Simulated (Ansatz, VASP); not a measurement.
**BN in VASP and in Ansatz**

POSCAR

```
BN
1.0
    0.0000000000      1.8048254497      1.8048254497
    1.8048254497      0.0000000000      1.8048254497
    1.8048254497      1.8048254497      0.0000000000
B N
1 1
Direct
    0.0000000000      0.0000000000      0.0000000000
    0.2500000000      0.2500000000      0.2500000000
```

INCAR.step1

```
  ALGO = Normal
  EDIFF = 1E-5
  ENCUT = 520
  GGA = PE
  ISIF = 2
  ISMEAR = 0
  LASPH = True
  LREAL = False
  LWAVE = True
  NBANDS = 11
  NELM = 100
  PREC = Accurate
  SIGMA = 0.01
```

INCAR.step2

```
  AEXX = 0.75
  ALGO = Normal
  EDIFF = 1E-7
  ENCUT = 520
  GGA = PE
  HFSCREEN = 0.1
  ISIF = 2
  ISMEAR = 0
  ISTART = 1
  LASPH = True
  LCHARG = True
  LELF = True
  LHFCALC = True
  LREAL = False
  LVHAR = True
  LWAVE = False
  NBANDS = 11
  NELM = 100
  PREC = Accurate
  PRECFOCK = Normal
  SIGMA = 0.01
```

File KPOINTS:

```
k-points
0
Gamma
  6 6 6
```

Input for Ansatz:

```yaml
crystal:
  lattice:
    - [0.0, 1.8048254497, 1.8048254497]
    - [1.8048254497, 0.0, 1.8048254497]
    - [1.8048254497, 1.8048254497, 0.0]
  atoms:
    - { symbol: B, position: [0.0, 0.0, 0.0] }
    - { symbol: "N", position: [0.25, 0.25, 0.25] }
kpoints:
  mp_grid: { grid: [6, 6, 6] }
hamiltonian:
  xc: { exchange: pbe, correlation: pbe, exx: { coeff: 0.75, omega: 0.1 } }
scf:
  occupations: { method: fixed }
  n_extra_bands: 4
output:
  forces: true
  stress: true
  eigenvalues: true
```

Alike in both runs: task single point; functional PBE-based screened hybrid; k mesh 6 × 6 × 6; no spin polarisation.

```csv
,VASP,Ansatz
version,VASP 6.6.1,Ansatz 0.2.0
potentials or method,"VASP PAW PBE potentials, release 64 (B, N)",plane waves
plane-wave cutoff (eV),520,420
occupations,"gaussian, width 0.01 eV",fixed
valence electrons in the cell,8,8
```

```csv
,VASP,Ansatz,Ansatz less VASP
gap on the k mesh at the Fermi level (eV),9.66,9.65,-0.014
pressure (GPa),-21.3,-21.7,-0.37
```

VASP's potentials were made for PBE, not for PBE-based screened hybrid. Ansatz's warnings: stress exchange threshold loose, stress scf threshold loose.

The k mesh is coarse, so the values compare programs but aren't converged.
